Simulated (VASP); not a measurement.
# GeSb4Te4 (Cm) in VASP: a series of runs

GeSb4Te4 is run at these levels: PBE; tasks: single point.

All numbers are computed with VASP 6.6.1; they aren't measurements. Logs are shortened: lines on timing, memory, paths and dates and some standing lists are left out, and cuts for length are marked.

## Step 1: The cell of the first run

Symmetry: Cm, No. 8, monoclinic system. Conventional cell: a = 7.500 Å, b = 4.330 Å, c = 17.693 Å, α = 90.00°, β = 94.05°, γ = 90.00°. Ge (site symmetry m) has 6 Te at 3.01 Å within 4.0 Å. Sb (site symmetry m) has 3 Sb at 2.94 Å and 3 Te at 3.64 Å within 3.9 Å. Within 3.9 Å of Sb (site symmetry m) lie 1 Te at 2.93 Å and 3 Sb at 2.94 Å. Sb (site symmetry m) has 6 Te at 3.03 to 3.21 Å within 4.0 Å. Sb (site symmetry m) has 6 Te at 3.03 to 3.21 Å within 4.0 Å. Within 4.0 Å of Te (site symmetry m) lie 3 Ge at 3.01 Å and 3 Sb at 3.21 Å. Within 4.0 Å of Te (site symmetry m) lie 3 Ge at 3.01 Å and 3 Sb at 3.21 Å. Within 4.0 Å of Te (site symmetry m) lie 6 Sb at 3.03 to 3.64 Å.

## Step 2: Single point, PBE (the part above a cut slid along it)

File INCAR:

```
SYSTEM = GeSb4Te4
ALGO = Normal ; EDIFF = 1E-6
ENCUT = 520 ; GGA = PE
ISIF = 2 ; ISMEAR = 0
LASPH = .TRUE. ; LCHARG = .FALSE.
LREAL = .FALSE. ; LWAVE = .FALSE.
NBANDS = 39 ; NELM = 60
PREC = Accurate ; SIGMA = 0.03
```

File KPOINTS:

```
k-points
0
G
  9 9 2
  0 0 0
```

File POSCAR:

```
GeSb4Te4
1.0
   -4.3299846501      0.0000000000      0.0000000000
   -2.1649923251     -3.7498767050      0.0000000000
   -1.0827126618     -0.6251044467     17.6486093019
Ge Sb Te
1 4 4
Direct
   -0.1031956350     -0.1031956350      0.6190500000
    0.3061363619      0.3061363619      0.1631491990
    0.6541723681      0.6541723681      0.0749508010
    0.5983499476      0.5983499476      0.4098183509
    0.1952587824      0.1952587824      0.8282816491
    0.2460544679      0.2460544679      0.5235684789
    0.5475542621      0.5475542621      0.7145315211
    0.9478201138      0.9478201138      0.3130167137
   -0.1542113838     -0.1542113838      0.9250832863
```

Potentials or basis: VASP PAW PBE potentials, release 64 (Ge_d, Sb, Te).

Command:

```console
cat potpaw_PBE.64/Ge_d/POTCAR potpaw_PBE.64/Sb/POTCAR potpaw_PBE.64/Te/POTCAR > POTCAR
mpirun -np 1 vasp_std > vasp.out
```

OUTCAR:

```text
SYSTEM = GeSb4Te4
   EDIFF = 1E-6
   ENCUT = 520
   GGA = PE
   ISIF = 2
   ISMEAR = 0
   LASPH = .TRUE.
   LREAL = .FALSE.
   NELM = 60
   PREC = Accurate

 ion  position               nearest neighbor table
   1  0.897  0.897  0.619-   7 3.01   6 3.01   7 3.01   6 3.01   6 3.01   7 3.01
   2  0.306  0.306  0.163-   3 2.94   3 2.94   3 2.94   8 3.64   8 3.64   8 3.64
   3  0.654  0.654  0.075-   9 2.93   2 2.94   2 2.94   2 2.94
   4  0.598  0.598  0.410-   8 3.03   8 3.03   8 3.03   6 3.21   6 3.21   6 3.21
   5  0.195  0.195  0.828-   9 3.03   9 3.03   9 3.03   7 3.21   7 3.21   7 3.21
   6  0.246  0.246  0.524-   1 3.01   1 3.01   1 3.01   4 3.21   4 3.21   4 3.21
   7  0.548  0.548  0.715-   1 3.01   1 3.01   1 3.01   5 3.21   5 3.21   5 3.21
   8  0.948  0.948  0.313-   4 3.03   4 3.03   4 3.03   2 3.64   2 3.64   2 3.64
   9  0.846  0.846  0.925-   3 2.93   5 3.03   5 3.03   5 3.03

  LATTYP: Found a base centered monoclinic cell.
 ALAT       =     7.4997534100
 B/A-ratio  =     0.5773502692
 C/A-ratio  =     2.3591223152
 COS(beta)  =    -0.0706618724

  Lattice vectors:

 A1 = (   4.3299846501,   0.0000000000,   0.0000000000)
 A2 = (   2.1649923251,   3.7498767050,   0.0000000000)
 A3 = (  -1.0827126618,  -0.6251044467,  17.6486093019)

Analysis of symmetry for initial positions (statically):
=====================================================================
 Subroutine PRICEL returns:
 Original cell was already a primitive cell.

 Routine SETGRP: Setting up the symmetry group for a
 base centered monoclinic supercell.

 Subroutine GETGRP returns: Found  2 space group operations
 (whereof  2 operations were pure point group operations)
 out of a pool of  4 trial point group operations.

The static configuration has the point symmetry C_1h.

Analysis of symmetry for dynamics (positions and initial velocities):
=====================================================================
 Subroutine PRICEL returns:
 Original cell was already a primitive cell.

 Routine SETGRP: Setting up the symmetry group for a
 base centered monoclinic supercell.

 Subroutine GETGRP returns: Found  2 space group operations
 (whereof  2 operations were pure point group operations)
 out of a pool of  4 trial point group operations.

The dynamic configuration has the point symmetry C_1h.

 Subroutine INISYM returns: Found  2 space group operations
 (whereof  2 operations are pure point group operations),
 and found     1 'primitive' translations

[... 105 lines left out ...]
   LASPH  =      T    aspherical Exc in radial PAW
   ENCUT  =  520.0 eV  38.22 Ry    6.18 a.u.   8.05  8.05 32.90*2*pi/ulx,y,z
   NELM   =     60;   NELMIN=  2; NELMDL= -5     # of ELM steps
   EDIFF  = 0.1E-05   stopping-criterion for ELM
   LREAL  =      F    real-space projection
[... 7 lines left out ...]
   TEBEG  =    0.0;   TEEND  =   0.0 temperature during run
   PSTRESS=    0.0 pullay stress
   NELECT =      58.0000    total number of electrons
   NUPDOWN=      -1.0000    fix difference up-down
   EMIN   =  10.00;   EMAX   =-10.00  energy-range for DOS
   EFERMI =   0.00;   METHOD = LEGACY
   ISMEAR =     0;   SIGMA  =   0.03  broadening in eV -4-tet -1-fermi 0-gaus
   EFERMI_NEDOS =   21; number of points for ismear=-14 and -15
   IALGO  =     38    algorithm
   IMIX   =      4    mixing-type and parameters
     AMIX     =   0.40;   BMIX     =  1.00
     AMIX_MAG =   1.60;   BMIX_MAG =  1.00
  volume/ion in A,a.u.               =      31.84       214.87
  Fermi-wavevector in a.u.,A,eV,Ry     =   0.961198  1.816401 12.570446  0.923902
  Thomas-Fermi vector in A             =   2.090549
   LORBIT       =      0    0 simple, 1 ext, 2 COOP (PROOUT), +10 PAW based schemes
   GGA     = PE    functional components
   LHFCALC =     F    Hartree Fock is set to
   AEXX    =    0.0000 exact exchange contribution
   IVDW    =     0    specifies the selected vdW correction
   LEPSILON=     F    determine dielectric tensor
   LRPA    =     F    only Hartree local field effects (RPA)
 non-spin polarized calculation
 Gauss-broadening in eV      SIGMA  =   0.03
  energy-cutoff  :      520.00
  volume of cell :      286.56
 maximum number of plane-waves:      7746
   NGX = 17   NGY = 17   NGZ = 65

 number of electron      58.0000008 magnetization

 Free energy of the ion-electron system (eV)
  ---------------------------------------------------
  ext. energy  EPLUGINS =         0.00000000
  ---------------------------------------------------
  free energy    TOTEN  =       -34.00341891 eV

  energy without entropy =      -34.00324014  energy(sigma->0) =      -34.00332953

 E-fermi :   6.3925     XC(G=0):  -9.2460

 val. band max:        6.3548129316   @ k =   0.1111   0.0000   0.5000
 cond. band min:       6.4269902146   @ k =   0.4444   0.4444   0.5000
 fundamental gap:      0.0721772831
 Fermi energy:         6.3924789405

 k-point     1 :       0.0000    0.0000    0.0000
  band No.  band energies     occupation
      1     -18.7471      2.00000
      2     -18.7418      2.00000
      3     -18.7317      2.00000
      4     -18.7299      2.00000
      5     -18.7297      2.00000
      6      -6.8921      2.00000
[... 997 lines left out ...]
     38       9.3504      0.00000
     39       9.3845      0.00000

 [... further k-points ...]
[... 5 lines left out ...]
  --------------------------------------------------------------------------------------
  -------------------------------------------------------------------------------------
  Total        1.5200089      0.0224954      3.5645553      1.2968848      1.6274042      2.8187468
  in kB        8.4985119      0.1257738     19.9297616      7.2510039      9.0989688     15.7598767
  external PRESSURE =       9.5180158 kB  Pullay stress =       0.0000000 kB

 VOLUME and BASIS-vectors are now :
 -----------------------------------------------------------------------------
  energy-cutoff  :      520.00
  volume of cell :      286.56
      direct lattice vectors                 reciprocal lattice vectors
    -4.329984650  0.000000000  0.000000000    -0.230947701  0.133337717 -0.009445503
    -2.164992325 -3.749876705  0.000000000     0.000000000 -0.266675435 -0.009445503
    -1.082712662 -0.625104447 17.648609302     0.000000000  0.000000000  0.056661688

 POSITION                                       TOTAL-FORCE (eV/Angst)
 -----------------------------------------------------------------------------------
     -6.49498     -3.74988     10.92537         0.091480      0.052816     -0.002965
     -2.16499     -1.24996      2.87936         0.183523      0.105957      0.222982
     -4.32998     -2.49992      1.32278         0.386959      0.223411      0.881842
     -4.32998     -2.49992      7.23272         0.025811      0.014902      0.052756
     -2.16499     -1.24996     14.61802         0.092519      0.053416     -0.330435
     -2.16499     -1.24996      9.24026        -0.039258     -0.022666     -0.021473
     -4.32998     -2.49992     12.61049        -0.209467     -0.120936      0.019459
     -6.49498     -3.74988      5.52431        -0.036796     -0.021244     -0.071463
     -6.49498     -3.74988     16.32643        -0.494772     -0.285657     -0.750702
 -----------------------------------------------------------------------------------
    total drift:                                0.000267      0.000154      0.000424

  FREE ENERGIE OF THE ION-ELECTRON SYSTEM (eV)
  ---------------------------------------------------
  free  energy   TOTEN  =       -34.0034189135 eV

  energy  without entropy=      -34.0032401420  energy(sigma->0) =      -34.00332953
```

OSZICAR:

```text
N       E                     dE             d eps       ncg     rms          rms(c)
DAV:   1     0.440474384301E+03    0.44047E+03   -0.21510E+04  4470   0.158E+03
DAV:   2     0.293784397140E+02   -0.41110E+03   -0.39552E+03  4417   0.380E+02
DAV:   3    -0.307188298647E+02   -0.60097E+02   -0.58053E+02  4704   0.118E+02
DAV:   4    -0.340751447196E+02   -0.33563E+01   -0.33179E+01  4746   0.324E+01
DAV:   5    -0.341848062788E+02   -0.10966E+00   -0.10943E+00  5478   0.599E+00    0.112E+01
DAV:   6    -0.339927926262E+02    0.19201E+00   -0.35214E-01  5963   0.292E+00    0.712E+00
DAV:   7    -0.340415970277E+02   -0.48804E-01   -0.50843E-01  4938   0.283E+00    0.141E+00
DAV:   8    -0.340099564650E+02    0.31641E-01   -0.31116E-01  5124   0.242E+00    0.731E-01
DAV:   9    -0.340027349903E+02    0.72215E-02   -0.37045E-02  4908   0.938E-01    0.428E-01
DAV:  10    -0.340037068842E+02   -0.97189E-03   -0.15358E-02  5042   0.477E-01    0.173E-01
DAV:  11    -0.340034119080E+02    0.29498E-03   -0.47866E-03  4934   0.289E-01    0.104E-01
DAV:  12    -0.340034020312E+02    0.98768E-05   -0.48957E-04  4679   0.110E-01    0.709E-02
DAV:  13    -0.340034168510E+02   -0.14820E-04   -0.11875E-04  4970   0.442E-02    0.334E-02
DAV:  14    -0.340034193270E+02   -0.24760E-05   -0.41817E-05  4944   0.279E-02    0.117E-02
DAV:  15    -0.340034189135E+02    0.41357E-06   -0.45434E-06  4572   0.101E-02
   1 F= -.34003419E+02 E0= -.34003330E+02  d E =-.178771E-03
```

Wall time 20 min (1 thread of Intel Xeon 8259CL, shared host); peak memory 0.69 GiB.

What came out:

```
Free energy            : -34.0034 eV
Pressure               : 1.0 GPa
Largest force          : 0.989 eV/Å
Band gap on the k mesh : 0.07 eV (least direct gap 0.15 eV)
```

Forces in eV/Å, atoms in the order of the input:
```
Ge   0.091  0.053 -0.003
Sb   0.184  0.106  0.223
Sb   0.387  0.223  0.882
Sb   0.026  0.015  0.053
Sb   0.093  0.053 -0.330
Te  -0.039 -0.023 -0.021
Te  -0.209 -0.121  0.019
Te  -0.037 -0.021 -0.071
Te  -0.495 -0.286 -0.751
```

Caveat: the cell differs from its parent crystal (the part above a cut slid along it); spin-orbit coupling is left out, which moves the levels of the heavy elements. A k mesh can miss the band edges.

## Step 3: Single point, PBE (the part above a cut slid along it)

File INCAR:

```
SYSTEM = GeSb4Te4
PREC = Accurate ; ENCUT = 520
EDIFF = 1E-7 ; ISMEAR = 0
SIGMA = 0.03 ; LREAL = .False.
LASPH = .True. ; NELM = 60
ALGO = Normal ; ISIF = 2
LWAVE = .False. ; LCHARG = .False.
GGA = PE ; NBANDS = 39
```

File KPOINTS:

```
Automatic mesh
0
Gamma
  9 9 2
  0 0 0
```

File POSCAR:

```
GeSb4Te4
1.0
   -4.3299846501      0.0000000000      0.0000000000
   -2.1649923251     -3.7498767050      0.0000000000
   -5.4122643134     -3.1247722582     17.6486093019
Ge Sb Te
1 4 4
Direct
   -0.5158543650     -0.5158543650      0.6190500000
    0.1973811058      0.1973811058      0.1631491990
    0.6042101642      0.6042101642      0.0749508010
    0.3251650349      0.3251650349      0.4098183509
   -0.3568737649     -0.3568737649      0.8282816491
   -0.1029562801     -0.1029562801      0.5235684789
    0.0712475501      0.0712475501      0.7145315211
    0.7391631725      0.7391631725      0.3130167137
   -0.7708719025     -0.7708719025      0.9250832863
```

Potentials or basis: VASP PAW PBE potentials, release 64 (Ge_d, Sb, Te).

Command:

```console
cat potpaw_PBE.64/Ge_d/POTCAR potpaw_PBE.64/Sb/POTCAR potpaw_PBE.64/Te/POTCAR > POTCAR
mpirun -np 1 vasp_std > vasp.out
```

OUTCAR:

```text
SYSTEM = GeSb4Te4
   PREC = Accurate
   ENCUT = 520
   EDIFF = 1E-7
   ISMEAR = 0
   LREAL = .False.
   LASPH = .True.
   NELM = 60
   ISIF = 2
   GGA = PE

 ion  position               nearest neighbor table
   1  0.484  0.484  0.619-   7 3.01   6 3.01   6 3.01   7 3.01   6 3.01   7 3.01
   2  0.197  0.197  0.163-   3 2.94   3 2.94   3 2.94   8 3.64   8 3.64   8 3.64
   3  0.604  0.604  0.075-   2 2.94   2 2.94   2 2.94   9 3.42   9 3.42
   4  0.325  0.325  0.410-   8 3.03   8 3.03   8 3.03   6 3.21   6 3.21   6 3.21
   5  0.643  0.643  0.828-   9 3.03   9 3.03   9 3.03   7 3.21   7 3.21   7 3.21
   6  0.897  0.897  0.524-   1 3.01   1 3.01   1 3.01   4 3.21   4 3.21   4 3.21
   7  0.071  0.071  0.715-   1 3.01   1 3.01   1 3.01   5 3.21   5 3.21   5 3.21
   8  0.739  0.739  0.313-   4 3.03   4 3.03   4 3.03   2 3.64   2 3.64   2 3.64
   9  0.229  0.229  0.925-   5 3.03   5 3.03   5 3.03   3 3.42   3 3.42

  LATTYP: Found a base centered monoclinic cell.
 ALAT       =     7.4997534100
 B/A-ratio  =     0.5773502692
 C/A-ratio  =     2.3591223152
 COS(beta)  =    -0.0706618724

  Lattice vectors:

 A1 = (  -4.3299846501,   0.0000000000,   0.0000000000)
 A2 = (  -2.1649923251,  -3.7498767050,   0.0000000000)
 A3 = (   1.0827126618,   0.6251044468,  17.6486093019)

Analysis of symmetry for initial positions (statically):
[... 195 lines left out ...]
  band No.  band energies     occupation
      1     -18.7777      2.00000
      2     -18.7742      2.00000
      3     -18.7715      2.00000
      4     -18.7710      2.00000
      5     -18.7686      2.00000
      6      -6.8698      2.00000
[... 997 lines left out ...]
     38       9.4393      0.00000
     39       9.4968      0.00000

 [... further k-points ...]
[... 5 lines left out ...]
  --------------------------------------------------------------------------------------
  -------------------------------------------------------------------------------------
  Total       -0.1224107      0.3485309      1.2616796     -0.4078473     -0.3148736     -0.5453771
  in kB       -0.6844094      1.9486685      7.0541685     -2.2803124     -1.7604878     -3.0492546
  external PRESSURE =       2.7728092 kB  Pullay stress =       0.0000000 kB

 VOLUME and BASIS-vectors are now :
 -----------------------------------------------------------------------------
  energy-cutoff  :      520.00
  volume of cell :      286.56
      direct lattice vectors                 reciprocal lattice vectors
    -4.329984650  0.000000000  0.000000000    -0.230947701  0.133337717 -0.047216185
    -2.164992325 -3.749876705  0.000000000     0.000000000 -0.266675435 -0.047216185
    -5.412264313 -3.124772258 17.648609302     0.000000000  0.000000000  0.056661688

 POSITION                                       TOTAL-FORCE (eV/Angst)
 -----------------------------------------------------------------------------------
     -6.49498     -3.74988     10.92537        -0.038657     -0.022319      0.003233
     -2.16499     -1.24996      2.87936        -0.016161     -0.009331      0.184908
     -4.32998     -2.49992      1.32278        -0.053070     -0.030640      0.167989
     -4.32998     -2.49992      7.23272        -0.004583     -0.002646      0.027209
     -8.65997     -4.99984     14.61802        -0.137196     -0.079210     -0.158474
     -8.65997     -4.99984      9.24026         0.020484      0.011826     -0.014830
     -4.32998     -2.49992     12.61049         0.089755      0.051820      0.027961
     -6.49498     -3.74988      5.52431         0.003160      0.001824     -0.049297
     -6.49498     -3.74988     16.32643         0.136269      0.078675     -0.188698
 -----------------------------------------------------------------------------------
    total drift:                               -0.000159     -0.000092      0.000189

  FREE ENERGIE OF THE ION-ELECTRON SYSTEM (eV)
  ---------------------------------------------------
  free  energy   TOTEN  =       -34.2772755121 eV

  energy  without entropy=      -34.2772702714  energy(sigma->0) =      -34.27727289
```

OSZICAR:

```text
N       E                     dE             d eps       ncg     rms          rms(c)
DAV:   1     0.435687926097E+03    0.43569E+03   -0.21667E+04  4469   0.158E+03
DAV:   2     0.274618349605E+02   -0.40823E+03   -0.39257E+03  4447   0.371E+02
DAV:   3    -0.311948760055E+02   -0.58657E+02   -0.56724E+02  4747   0.117E+02
DAV:   4    -0.343602377063E+02   -0.31654E+01   -0.31346E+01  4680   0.316E+01
DAV:   5    -0.344633027343E+02   -0.10307E+00   -0.10288E+00  5542   0.592E+00    0.104E+01
DAV:   6    -0.342643144208E+02    0.19899E+00   -0.34626E-01  5668   0.276E+00    0.678E+00
DAV:   7    -0.342931710538E+02   -0.28857E-01   -0.37907E-01  4674   0.217E+00    0.970E-01
DAV:   8    -0.342801359775E+02    0.13035E-01   -0.11457E-01  4976   0.146E+00    0.688E-01
DAV:   9    -0.342769471860E+02    0.31888E-02   -0.29557E-02  5102   0.769E-01    0.465E-01
DAV:  10    -0.342772019892E+02   -0.25480E-03   -0.10827E-02  4825   0.396E-01    0.124E-01
DAV:  11    -0.342772773009E+02   -0.75312E-04   -0.19552E-03  5079   0.200E-01    0.722E-02
DAV:  12    -0.342772667709E+02    0.10530E-04   -0.53542E-04  4904   0.103E-01    0.451E-02
DAV:  13    -0.342772753996E+02   -0.86287E-05   -0.94735E-05  5182   0.412E-02    0.254E-02
DAV:  14    -0.342772752829E+02    0.11670E-06   -0.17503E-05  4802   0.192E-02    0.104E-02
DAV:  15    -0.342772752517E+02    0.31189E-07   -0.54165E-06  4774   0.102E-02    0.397E-03
DAV:  16    -0.342772754931E+02   -0.24137E-06   -0.13543E-06  4566   0.482E-03    0.224E-03
DAV:  17    -0.342772755121E+02   -0.19024E-07   -0.15705E-07  2980   0.172E-03
   1 F= -.34277276E+02 E0= -.34277273E+02  d E =-.524065E-05
```

Run time: 23 min. Hardware: 1 thread of Intel Xeon 8259CL, shared host; peak memory 0.7 GiB.

What came out:

- Free energy: -34.2773 eV
- Pressure: 0.3 GPa
- Largest force: 0.246 eV/Å
- Band gap on the k mesh: 0.12 eV

Forces on the atoms (eV/Å):
```
Ge  -0.039 -0.022  0.003
Sb  -0.016 -0.009  0.185
Sb  -0.053 -0.031  0.168
Sb  -0.005 -0.003  0.027
Sb  -0.137 -0.079 -0.158
Te   0.020  0.012 -0.015
Te   0.090  0.052  0.028
Te   0.003  0.002 -0.049
Te   0.136  0.079 -0.189
```

Caveat: the cell differs from its parent crystal (the part above a cut slid along it); spin-orbit coupling is left out, which moves the levels of the heavy elements. A k mesh can miss the band edges.

(Continued in part 2 of 2.)
